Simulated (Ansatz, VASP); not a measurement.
Ta: VASP beside Ansatz

INCAR

```
  ALGO = Fast
  EDIFF = 1E-7
  ENCUT = 520
  GGA = PE
  ISIF = 2
  ISMEAR = 0
  LASPH = True
  LCHARG = True
  LELF = True
  LREAL = False
  LVHAR = True
  LWAVE = False
  NBANDS = 12
  NELM = 100
  PREC = Accurate
  SIGMA = 0.15
```

File KPOINTS:

```
k-points
0
Gamma
  20 20 20
```

Contents of POSCAR:

```
Ta
1.0
   -1.7173312000      1.7173312000      1.7833824000
    1.7173312000     -1.7173312000      1.7833824000
    1.7173312000      1.7173312000     -1.7833824000
Ta
1
Direct
    0.0000000000      0.0000000000      0.0000000000
```

Input for Ansatz:

```yaml
crystal:
  lattice:
    - [-1.7173312, 1.7173312, 1.7833824]
    - [1.7173312, -1.7173312, 1.7833824]
    - [1.7173312, 1.7173312, -1.7833824]
  atoms:
    - { symbol: Ta, position: [0.0, 0.0, 0.0] }
basis:
  ecutwfc: 420
kpoints:
  mp_grid: { grid: [20, 20, 20] }
hamiltonian:
  xc: pbe
scf:
  occupations: { method: gaussian, width: 0.15 }
output:
  forces: true
  stress: true
  eigenvalues: true
```

Change from the starting cell: strain +0.040 along x and y, +0.080 along z, atoms carried along.

Alike in both runs: task single point; functional PBE; k mesh 20 × 20 × 20; occupations gaussian, width 0.15 eV; no spin polarisation.

|  | VASP | Ansatz |
| --- | --- | --- |
| version | VASP 6.6.1 | Ansatz 0.2.0 |
| potentials or method | VASP PAW PBE potentials, release 64 (Ta_pv), cutoff 520 eV | scalar-relativistic, plane waves, PAW |
| valence electrons in the cell | 11 | 13 |

```csv
,VASP,Ansatz,Ansatz less VASP
gap on the k mesh at the Fermi level (eV),none,none,-
pressure (GPa),-20.8,-20.8,+0.03
"traceless stress, the component that is largest in VASP (GPa)",-1.59,-1.59,-0.001
```

A gap of «none» marks a metal or a gap that the smearing closes. VASP's potentials hold 11 valence electrons a cell and Ansatz's 13, so a difference there can come from the potentials and not from the codes.

Neither program's run includes spin-orbit coupling.
